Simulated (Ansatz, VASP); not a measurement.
# AsRu in VASP and in Ansatz

Contents of INCAR:

```
PREC = Accurate
ENCUT = 400
EDIFF = 1E-8
ISMEAR = -1
SIGMA = 0.05
LREAL = False
LASPH = True
NELM = 120
ALGO = Normal
ISIF = 2
LWAVE = False
LCHARG = False
GGA = PS
LEFG = True
NBANDS = 48
GGA_COMPAT = False
```

The input KPOINTS:

```
regular mesh
0
Gamma
  6 10 5
```

The input POSCAR:

```
AsRu
1.0
    5.7315034000      0.0000000000      0.0000000000
    0.0000000000      3.3427781800      0.0000000000
    0.0000000000      0.0000000000      6.3686909200
As Ru
4 4
Direct
    0.6965912290      0.2500000000      0.0693615348
    0.3034087710      0.7500000000      0.9306384652
    0.1965912290      0.2500000000      0.4306384652
    0.8034087710      0.7500000000      0.5693615348
    0.5000501869      0.2500000000      0.7033090985
    0.4999498131      0.7500000000      0.2966909015
    1.0000501869      0.2500000000      0.7966909015
   -0.0000501869      0.7500000000      0.2033090985
```

Input for Ansatz:

```yaml
crystal:
  lattice:
    - [5.7315034, 0.0, 0.0]
    - [0.0, 3.34277818, 0.0]
    - [0.0, 0.0, 6.36869092]
  atoms:
    - { symbol: As, position: [0.696591229, 0.25, 0.0693615348] }
    - { symbol: As, position: [0.303408771, 0.75, 0.9306384652] }
    - { symbol: As, position: [0.196591229, 0.25, 0.4306384652] }
    - { symbol: As, position: [0.803408771, 0.75, 0.5693615348] }
    - { symbol: Ru, position: [0.5000501869, 0.25, 0.7033090985] }
    - { symbol: Ru, position: [0.4999498131, 0.75, 0.2966909015] }
    - { symbol: Ru, position: [1.0000501869, 0.25, 0.7966909015] }
    - { symbol: Ru, position: [-5.01869e-05, 0.75, 0.2033090985] }
kpoints:
  mp_grid: { grid: [6, 10, 5] }
scf:
  occupations: { method: fermi_dirac, width: 0.05 }
hamiltonian:
  xc: pbesol
  pseudopotentials: { kind: all_electron, datasets: crystal }
output:
  forces: true
  stress: true
  populations: false
  efg:
    quadrupole_moments_barn: { As: 0.311, Ru: 0.079 }
    contact_densities: true
```

Alike in both runs: task electric field gradients; functional PBEsol; k mesh 6 × 10 × 5; occupations fermi-dirac, width 0.05 eV; no spin polarisation.

```csv
,VASP,Ansatz
version,VASP 6.6.1,Ansatz 0.2.0
potentials or method,"VASP PAW PBE potentials, release 64 (As, Ru_pv), cutoff 400 eV","all-electron PAW with datasets made for the crystal, scalar-relativistic"
```

VASP gave:

```
pressure (GPa)                                                : -4.6
traceless stress, the component that is largest in VASP (GPa) : -0.48
rms of the force components (eV/Å)                            : 0.003
size of Vzz on the site where it differs most (V/Å²)          : 93.2
```

**Question.** What did Ansatz give for the same quantities?

**Answer.** Pressure (GPa): -4.6; traceless stress, the component that is largest in VASP (GPa): -0.48; rms of the force components (eV/Å): 0.001; size of Vzz on the site where it differs most (V/Å²): 96.7.

VASP's potentials were made for PBE, not for PBEsol. Atom by atom the forces differ by 0.003 eV/Å (rms over components). One of these differences is far larger than is usual between the two programs; its cause wasn't traced. Ansatz ran all-electron here, and VASP with PAW potentials.
